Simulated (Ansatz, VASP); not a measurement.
# CoO in VASP and in Ansatz

Contents of INCAR:

```
SYSTEM = CoO
PREC = Accurate
ENCUT = 600
EDIFF = 1E-6
ISMEAR = -1
SIGMA = 0.05
LREAL = .False.
LASPH = .True.
NELM = 200
ALGO = Normal
ISIF = 2
LWAVE = .False.
LCHARG = .False.
ISPIN = 2
MAGMOM = 2 0
LORBIT = 11
LMAXMIX = 4
GGA = PE
NBANDS = 22
GGA_COMPAT = .False.
```

File KPOINTS:

```
Automatic mesh
0
Gamma
  11 11 11
  0 0 0
```

POSCAR

```
CoO
1.0
    0.0000000000      2.1026940521      2.1026940521
    2.1026940521      0.0000000000      2.1026940521
    2.1026940521      2.1026940521      0.0000000000
Co O
1 1
Direct
    0.0000000000      0.0000000000      0.0000000000
    0.5000000000      0.5000000000      0.5000000000
```

The input input.yaml:

```yaml
crystal:
  lattice:
    - [0.0, 2.1026940521, 2.1026940521]
    - [2.1026940521, 0.0, 2.1026940521]
    - [2.1026940521, 2.1026940521, 0.0]
  atoms:
    - { symbol: Co, position: [0.0, 0.0, 0.0], spin: 2.0 }
    - { symbol: O, position: [0.5, 0.5, 0.5] }
hamiltonian:
  xc: pbe
  pseudopotentials: { kind: paw }
magnetization:
  spin_polarized: true
kpoints:
  mp_grid: { grid: [11, 11, 11] }
scf:
  occupations: { method: fermi_dirac, width: 0.05 }
output:
  forces: true
  stress: true
  eigenvalues: true
```

Alike in both runs: task single point; functional PBE; k mesh 11 × 11 × 11; occupations fermi-dirac, width 0.05 eV; collinear spin.

|  | VASP | Ansatz |
| --- | --- | --- |
| version | VASP 6.6.1 | Ansatz 0.2.0 |
| potentials or method | VASP PAW PBE potentials, release 64 (Co_sv, O) | Ansatz PAW |
| plane-wave cutoff (eV) | 600 | 420 |
| valence electrons in the cell | 23 | 23 |

VASP gave:

```
gap on the k mesh at the Fermi level (eV)                     : none
pressure (GPa)                                                : 2.7
net moment per atom (μB)                                      : 1.41
size of the moment on the site where the two differ most (μB) : 2.45
```

What did Ansatz give for the same quantities?

gap on the k mesh at the Fermi level (eV): none; pressure (GPa): 5.3; net moment per atom (μB): 1.42; size of the moment on the site where the two differ most (μB): 2.42.

Site moments also hang on the region over which each program counts them. A gap of «none» marks a metal or a gap that the smearing closes.
